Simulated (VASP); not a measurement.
Write the native input for VASP 6.6.1 that does the following.

| Property | Result |
| --- | --- |
| Task | single point |
| Functional | PBE |
| Potentials or basis | VASP PAW PBE potentials, release 64 (Na_pv, Cl) |
| Cutoff | 500 eV |
| k mesh | 8 × 8 × 8 |
| Occupations | gaussian, width 0.02 eV |
| Spin | no spin polarisation |
| Dipole correction | no |
| Further INCAR settings | ALGO = Normal; EDIFF = 1e-06; NBANDS = 14 |

The structure of NaCl (v.bA) lies in POSCAR:

```
NaCl
1.0
    0.0000000000      2.8479700440      2.8479700440
    2.8479700440      0.0000000000      2.8479700440
    2.8479700440      2.8479700440      0.0000000000
Na Cl
1 1
Direct
    0.0000000000      0.0000000000      0.0000000000
    0.5000000000      0.5000000000      0.5000000000
```

One way to write it, as run:

INCAR

```
SYSTEM = NaCl
  ALGO = Normal
  EDIFF = 1E-6
  ENCUT = 500
  GGA = PE
  GGA_COMPAT = .FALSE.
  ISIF = 2
  ISMEAR = 0
  LASPH = .TRUE.
  LCHARG = .FALSE.
  LREAL = .FALSE.
  LWAVE = .FALSE.
  NBANDS = 14
  NELM = 120
  PREC = Accurate
  SIGMA = 0.02
```

KPOINTS

```
k-points
0
G
  8 8 8
  0 0 0
```

Potentials or basis: VASP PAW PBE potentials, release 64 (Na_pv, Cl).

Command:

```bash
$ cat potpaw_PBE.64/Na_pv/POTCAR potpaw_PBE.64/Cl/POTCAR > POTCAR
$ mpirun -np 1 vasp_std > vasp.out
```

Results of the run:

```
Pressure               : -0.1 GPa
Band gap on the k mesh : 4.99 eV, direct
```

It took 36 s on 1 thread of Intel Xeon 8259CL, on a shared host, peak memory 0.16 GiB.
